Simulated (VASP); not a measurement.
Wanted: the native input for a VASP 6.6.1 run.

| Item | Value |
| --- | --- |
| Task | relaxation of cell and atoms |
| Functional | PBE |
| Potentials or basis | VASP PAW PBE potentials, release 64 (Hg, Te) |
| Cutoff | 600 eV |
| k mesh | 12 × 12 × 12 |
| Occupations | fermi-dirac, width 0.15 eV |
| Spin | no spin polarisation |
| Target pressure | -1 GPa |
| Dipole correction | no |
| Further INCAR settings | ALGO = Normal; EDIFF = 1e-06; IBRION = 2; EDIFFG = -0.001; NSW = 80; ISIF = 3 |

The structure of HgTe lies in POSCAR:

```
HgTe
1.0
    0.0000000000      3.3264647580      3.3264647580
    3.3264647580      0.0000000000      3.3264647580
    3.3264647580      3.3264647580      0.0000000000
Hg Te
1 1
Direct
    0.0000000000      0.0000000000      0.0000000000
    0.7500000000      0.7500000000      0.7500000000
```

One way to write it, as run:

INCAR

```
SYSTEM = HgTe
PREC     = Accurate       ! precision mode
ENCUT    = 600            ! plane-wave cutoff, eV
EDIFF    = 1E-6           ! SCF threshold, eV
ISMEAR   = -1             ! smearing method
SIGMA    = 0.15           ! smearing width, eV
LREAL    = .False.        ! projectors in reciprocal space
LASPH    = .True.         ! aspherical terms in the spheres
NELM     = 80             ! most SCF steps
ALGO     = Normal         ! electronic algorithm
ISIF     = 3              ! what is computed and relaxed
LWAVE    = .False.        ! write WAVECAR
LCHARG   = .False.        ! write CHGCAR
GGA      = PE             ! functional
IBRION   = 2              ! ionic algorithm
NSW      = 80             ! ionic steps
EDIFFG   = -0.001         ! ionic threshold
PSTRESS  = -10.0
```

KPOINTS

```
Automatic mesh
0
Gamma
  12 12 12
  0 0 0
```

Potentials or basis: VASP PAW PBE potentials, release 64 (Hg, Te).

Launch:

```sh
$ cat potpaw_PBE.64/Hg/POTCAR potpaw_PBE.64/Te/POTCAR > POTCAR
$ mpirun -np 1 vasp_std > vasp.out
```

Results of the run:

```json
{
 "Relaxed volume": "38.07 Å³/atom",
 "Relaxed cell": "a = 4.757 Å, b = 4.757 Å, c = 4.757 Å, α = 60.00°, β = 60.00°, γ = 60.00°",
 "Space group after relaxing (to 0.1 Å)": "F-43m (No. 216)",
 "Energy change on relaxing (the run minimises the enthalpy)": "+3.9 meV/atom",
 "Ionic steps": "3",
 "Pressure after relaxing": "-1.0 GPa",
 "Band gap on the k mesh": "zero (filled and empty bands touch)"
}
```

Caveat: the cell is relaxed towards a set pressure, so the run minimises the enthalpy, not the energy; semilocal functionals underestimate gaps, and a narrow one can read as zero; spin-orbit coupling is left out, which moves the levels of the heavy elements.

Wall time 2.7 min on 1 thread of Intel(R) Xeon(R) Platinum 8488C (Sapphire Rapids), with other jobs on the host, peak memory 0.31 GiB.
